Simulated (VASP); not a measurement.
Write the native input for VASP 6.6.1 that does the following.

| Quantity | Value |
| --- | --- |
| Task | single point |
| Functional | HSE06 |
| Potentials or basis | VASP PAW PBE potentials, release 64 (B, Al, N) |
| Cutoff | 520 eV |
| k mesh | 1 × 1 × 1 |
| Occupations | fermi-dirac, width 0.05 eV |
| Spin | no spin polarisation |
| Dipole correction | no |
| Grid for exact exchange (PRECFOCK) | Fast |
| Further INCAR settings | LREAL = Auto; ALGO = Normal; EDIFF = 1e-06; NBANDS = 246 |
| Screening parameter | 0.2079 1/Å |

Al7BN8:

```
CELL_PARAMETERS angstrom
9.14437 0.00000 0.00000
0.00000 10.55901 0.00000
0.00000 0.00000 9.78958
ATOMIC_POSITIONS crystal
B 0.16219 0.08798 0.24862
B 0.99448 0.84220 0.75403
B 0.67580 0.83718 0.74595
B 0.67382 0.17725 0.48590
B 0.66728 0.18162 0.00220
B 0.50643 0.42120 0.00411
Al 0.16503 0.08502 0.75067
Al 0.00578 0.33617 0.25458
Al 0.99669 0.33941 0.75608
Al 0.50643 0.09073 0.24788
Al 0.51148 0.09091 0.75382
Al 0.33022 0.33333 0.24884
Al 0.33757 0.34501 0.75587
Al 0.16808 0.59138 0.24968
Al 0.16010 0.59287 0.74833
Al 0.99296 0.84479 0.24965
Al 0.83606 0.08283 0.24460
Al 0.82919 0.08984 0.73940
Al 0.66519 0.34007 0.23852
Al 0.66273 0.33234 0.74375
Al 0.49695 0.59079 0.24472
Al 0.50059 0.58698 0.75743
Al 0.33380 0.85062 0.24796
Al 0.33205 0.84090 0.74520
Al 0.83600 0.58932 0.24619
Al 0.82374 0.59994 0.74298
Al 0.66107 0.83615 0.24705
Al 0.99489 0.16451 0.48559
Al 0.00717 0.17846 0.99745
Al 0.34451 0.17225 0.48584
Al 0.33602 0.17959 0.00681
Al 0.17404 0.42695 0.50342
Al 0.17724 0.42623 0.00363
Al 0.98800 0.67667 0.50158
Al 0.00631 0.68374 0.99082
Al 0.50311 0.41641 0.49341
Al 0.33904 0.67617 0.49938
Al 0.32962 0.67315 0.99501
Al 0.15804 0.92439 0.50414
Al 0.15727 0.93130 0.00411
Al 0.83957 0.41442 0.50294
Al 0.82594 0.42379 0.99687
Al 0.65953 0.67817 0.50361
Al 0.66293 0.66958 0.99264
Al 0.50386 0.93517 0.49639
Al 0.49908 0.93274 0.98604
Al 0.81712 0.92687 0.49904
Al 0.81976 0.92553 0.98121
N 0.01210 0.15780 0.20398
N 0.99981 0.16969 0.68688
N 0.31410 0.16652 0.19961
N 0.33377 0.17229 0.68755
N 0.16750 0.41924 0.18956
N 0.16929 0.41705 0.70455
N 0.01116 0.67924 0.18443
N 0.99272 0.69558 0.70102
N 0.67383 0.16864 0.16402
N 0.66954 0.17122 0.65670
N 0.50183 0.42045 0.18179
N 0.50071 0.42920 0.68937
N 0.33260 0.68130 0.18833
N 0.33652 0.67373 0.69366
N 0.15603 0.94358 0.19790
N 0.14139 0.91058 0.69137
N 0.83159 0.41929 0.18628
N 0.83250 0.42815 0.69647
N 0.67128 0.67452 0.18194
N 0.66157 0.69722 0.68856
N 0.49740 0.92600 0.18499
N 0.51840 0.91718 0.69483
N 0.82849 0.92443 0.18199
N 0.83164 0.90588 0.70456
N 0.16415 0.08549 0.42410
N 0.18062 0.09914 0.93633
N 0.00621 0.33721 0.44521
N 0.99568 0.34481 0.94073
N 0.52139 0.10380 0.43217
N 0.51644 0.10493 0.94920
N 0.33761 0.33677 0.44616
N 0.35953 0.34687 0.94900
N 0.16661 0.59536 0.44396
N 0.16866 0.58825 0.93788
N 0.98872 0.84479 0.44190
N 0.99540 0.85489 0.92163
N 0.80642 0.09951 0.43866
N 0.81604 0.10857 0.93884
N 0.67984 0.32066 0.43469
N 0.64554 0.33284 0.95128
N 0.49361 0.58522 0.44116
N 0.49747 0.56805 0.95205
N 0.33254 0.84669 0.43531
N 0.32210 0.84474 0.93692
N 0.82598 0.58693 0.44037
N 0.83400 0.59307 0.93049
N 0.66484 0.84364 0.43648
N 0.65561 0.83685 0.91674
```

The input as run:

POSCAR

```
Al7BN8
1.0
    9.1443680000      0.0000000000      0.0000000000
    0.0000000000     10.5590070000      0.0000000000
    0.0000000000      0.0000000000      9.7895800000
B Al N
6 42 48
Direct
    0.1621860000      0.0879770000      0.2486150000
    0.9944780000      0.8422040000      0.7540280000
    0.6758030000      0.8371810000      0.7459460000
    0.6738210000      0.1772510000      0.4859030000
    0.6672760000      0.1816170000      0.0021990000
    0.5064270000      0.4212030000      0.0041080000
    0.1650340000      0.0850190000      0.7506720000
    0.0057760000      0.3361730000      0.2545830000
    0.9966890000      0.3394050000      0.7560810000
    0.5064340000      0.0907310000      0.2478780000
    0.5114820000      0.0909060000      0.7538150000
    0.3302170000      0.3333340000      0.2488430000
    0.3375700000      0.3450070000      0.7558700000
    0.1680810000      0.5913830000      0.2496800000
    0.1601000000      0.5928710000      0.7483330000
    0.9929570000      0.8447860000      0.2496520000
    0.8360650000      0.0828280000      0.2445990000
    0.8291930000      0.0898370000      0.7394040000
    0.6651850000      0.3400690000      0.2385160000
    0.6627280000      0.3323420000      0.7437520000
    0.4969490000      0.5907850000      0.2447220000
    0.5005860000      0.5869780000      0.7574260000
    0.3337970000      0.8506220000      0.2479580000
    0.3320490000      0.8408990000      0.7451990000
    0.8359950000      0.5893200000      0.2461860000
    0.8237370000      0.5999410000      0.7429770000
    0.6610690000      0.8361490000      0.2470460000
    0.9948940000      0.1645150000      0.4855920000
    0.0071710000      0.1784570000      0.9974540000
    0.3445070000      0.1722520000      0.4858430000
    0.3360170000      0.1795930000      0.0068130000
    0.1740410000      0.4269540000      0.5034210000
    0.1772380000      0.4262260000      0.0036280000
    0.9880010000      0.6766680000      0.5015820000
    0.0063130000      0.6837400000      0.9908240000
    0.5031130000      0.4164050000      0.4934110000
    0.3390440000      0.6761740000      0.4993760000
    0.3296220000      0.6731500000      0.9950120000
    0.1580380000      0.9243920000      0.5041390000
    0.1572730000      0.9313040000      0.0041120000
    0.8395730000      0.4144220000      0.5029380000
    0.8259410000      0.4237880000      0.9968660000
    0.6595310000      0.6781680000      0.5036120000
    0.6629270000      0.6695770000      0.9926350000
    0.5038600000      0.9351700000      0.4963900000
    0.4990770000      0.9327430000      0.9860430000
    0.8171170000      0.9268700000      0.4990400000
    0.8197560000      0.9255310000      0.9812080000
    0.0120980000      0.1577980000      0.2039790000
    0.9998130000      0.1696870000      0.6868810000
    0.3141030000      0.1665180000      0.1996140000
    0.3337710000      0.1722860000      0.6875520000
    0.1674960000      0.4192440000      0.1895560000
    0.1692870000      0.4170530000      0.7045530000
    0.0111560000      0.6792400000      0.1844280000
    0.9927210000      0.6955750000      0.7010170000
    0.6738330000      0.1686450000      0.1640240000
    0.6695450000      0.1712200000      0.6567020000
    0.5018340000      0.4204490000      0.1817870000
    0.5007140000      0.4291990000      0.6893750000
    0.3325980000      0.6813000000      0.1883280000
    0.3365160000      0.6737340000      0.6936650000
    0.1560270000      0.9435760000      0.1979010000
    0.1413900000      0.9105810000      0.6913750000
    0.8315900000      0.4192850000      0.1862780000
    0.8325000000      0.4281530000      0.6964710000
    0.6712760000      0.6745200000      0.1819440000
    0.6615670000      0.6972220000      0.6885620000
    0.4974020000      0.9260000000      0.1849880000
    0.5184030000      0.9171820000      0.6948270000
    0.8284860000      0.9244300000      0.1819930000
    0.8316420000      0.9058840000      0.7045590000
    0.1641480000      0.0854850000      0.4240990000
    0.1806220000      0.0991350000      0.9363280000
    0.0062120000      0.3372060000      0.4452100000
    0.9956800000      0.3448120000      0.9407320000
    0.5213870000      0.1037990000      0.4321730000
    0.5164380000      0.1049330000      0.9492010000
    0.3376140000      0.3367720000      0.4461570000
    0.3595310000      0.3468750000      0.9489950000
    0.1666060000      0.5953560000      0.4439640000
    0.1686610000      0.5882550000      0.9378810000
    0.9887230000      0.8447900000      0.4419030000
    0.9954040000      0.8548920000      0.9216260000
    0.8064200000      0.0995070000      0.4386600000
    0.8160370000      0.1085700000      0.9388380000
    0.6798370000      0.3206560000      0.4346860000
    0.6455360000      0.3328380000      0.9512820000
    0.4936130000      0.5852200000      0.4411640000
    0.4974660000      0.5680460000      0.9520510000
    0.3325380000      0.8466910000      0.4353120000
    0.3220970000      0.8447430000      0.9369210000
    0.8259810000      0.5869330000      0.4403680000
    0.8339960000      0.5930710000      0.9304950000
    0.6648360000      0.8436350000      0.4364790000
    0.6556090000      0.8368510000      0.9167400000
```

INCAR.step1

```
SYSTEM = Al7BN8
PREC     = Accurate       ! precision mode
ENCUT    = 520            ! plane-wave cutoff, eV
EDIFF    = 1E-5           ! SCF threshold, eV
ISMEAR   = -1             ! smearing method
SIGMA    = 0.05           ! smearing width, eV
LREAL    = Auto         
LASPH    = .TRUE.         ! aspherical terms in the spheres
NELM     = 60             ! most SCF steps
ALGO     = Normal         ! electronic algorithm
ISIF     = 2              ! what is computed and relaxed
LWAVE    = .TRUE.         ! write WAVECAR
LCHARG   = .FALSE.        ! write CHGCAR
NBANDS   = 246            ! bands
GGA      = PE             ! functional
LUSENCCL = .FALSE.
```

INCAR.step2

```
SYSTEM = Al7BN8
PREC     = Accurate       ! precision mode
ENCUT    = 520            ! plane-wave cutoff, eV
EDIFF    = 1E-6           ! SCF threshold, eV
ISMEAR   = -1             ! smearing method
SIGMA    = 0.05           ! smearing width, eV
LREAL    = Auto         
LASPH    = .TRUE.         ! aspherical terms in the spheres
NELM     = 60             ! most SCF steps
ALGO     = Normal         ! electronic algorithm
ISIF     = 2              ! what is computed and relaxed
LWAVE    = .FALSE.        ! write WAVECAR
LCHARG   = .FALSE.        ! write CHGCAR
GGA      = PE             ! functional
LHFCALC  = .TRUE.         ! exact exchange
HFSCREEN = 0.2079         ! screening, 1/A
PRECFOCK = Fast         
NBANDS   = 246            ! bands
ISTART   = 1            
LUSENCCL = .FALSE.
```

KPOINTS

```
Automatic mesh
0
G
  1 1 1
  0 0 0
```

Potentials or basis: VASP PAW PBE potentials, release 64 (B, Al, N).

The run is started by

```sh
$ cat potpaw_PBE.64/B/POTCAR potpaw_PBE.64/Al/POTCAR potpaw_PBE.64/N/POTCAR > POTCAR
$ cp INCAR.step1 INCAR
$ mpirun -np 1 vasp_gam > vasp.out
$ cp INCAR.step2 INCAR
$ mpirun -np 1 vasp_gam > vasp.out
```

Results of the run:

```yaml
Pressure: -2.0 GPa
Largest_force: 2.746 eV/Å
Band_gap_on_the_k_mesh: 5.37 eV
```

Caveat: the k points lie up to 0.69 Å⁻¹ apart; the PAW data sets were made with another functional, which shifts forces and pressure a little.

Run time: 4.4 min on 1 × NVIDIA H100 80GB with 1 thread of Intel(R) Xeon(R) Platinum 8481C CPU @ 2.70GHz (Sapphire Rapids), on a shared host, peak memory 1.6 GiB.
